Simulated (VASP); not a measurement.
Set up this calculation in VASP 6.6.1, as the native input.

```yaml
Task: relaxation of cell and atoms
Functional: PBE
Potentials_or_basis: VASP PAW PBE potentials, release 64 (Ti_sv, C)
Cutoff: 600 eV
k_mesh: 18 × 18 × 18
Occupations: fermi-dirac, width 0.05 eV
Spin: no spin polarisation
Target_pressure: 300 GPa
Dipole_correction: no
Further_INCAR_settings: ALGO = Normal; EDIFF = 1e-07; IBRION = 2; EDIFFG = -0.005; NSW = 60; ISIF = 3
```

The structure of TiC (rocksalt type) lies in POSCAR:

```
TiC
1.0
    0.0000000000      1.8472533104      1.8472533104
    1.8472533104      0.0000000000      1.8472533104
    1.8472533104      1.8472533104      0.0000000000
Ti C
1 1
Direct
    0.0000000000      0.0000000000      0.0000000000
    0.5000000000      0.5000000000      0.5000000000
```

These files were run (other wordings do the same):

INCAR

```
  PREC = Accurate
  ENCUT = 600
  EDIFF = 1E-7
  ISMEAR = -1
  SIGMA = 0.05
  LREAL = F
  LASPH = T
  NELM = 60
  ALGO = Normal
  ISIF = 3
  LWAVE = F
  LCHARG = F
  GGA = PE
  IBRION = 2
  NSW = 60
  EDIFFG = -0.005
  PSTRESS = 3000.0
```

KPOINTS

```
Automatic mesh
0
Gamma
  18 18 18
```

Potentials or basis: VASP PAW PBE potentials, release 64 (Ti_sv, C).

Command:

```sh
$ cat potpaw_PBE.64/Ti_sv/POTCAR potpaw_PBE.64/C/POTCAR > POTCAR
$ mpirun -np 1 vasp_std > vasp.out
```

Results of the run:

```json
{
 "Relaxed volume": "6.31 Å³/atom",
 "Relaxed cell": "a = 2.613 Å, b = 2.613 Å, c = 2.613 Å, α = 60.00°, β = 60.00°, γ = 60.00°",
 "Space group after relaxing (to 0.1 Å)": "Fm-3m (No. 225)",
 "Energy change on relaxing (the run minimises the enthalpy)": "-4.7 meV/atom",
 "Ionic steps": "3",
 "Pressure after relaxing": "300.0 GPa",
 "Band gap on the k mesh": "zero (bands 8 and 9 overlap by 1.37 eV)"
}
```

Caveat: the cell is relaxed towards a set pressure, so the run minimises the enthalpy, not the energy.

Wall time 100 s on 1 thread of Intel(R) Xeon(R) Platinum 8175M CPU @ 2.50GHz (Skylake/Cascade Lake), with other jobs on the host, peak memory 0.17 GiB.
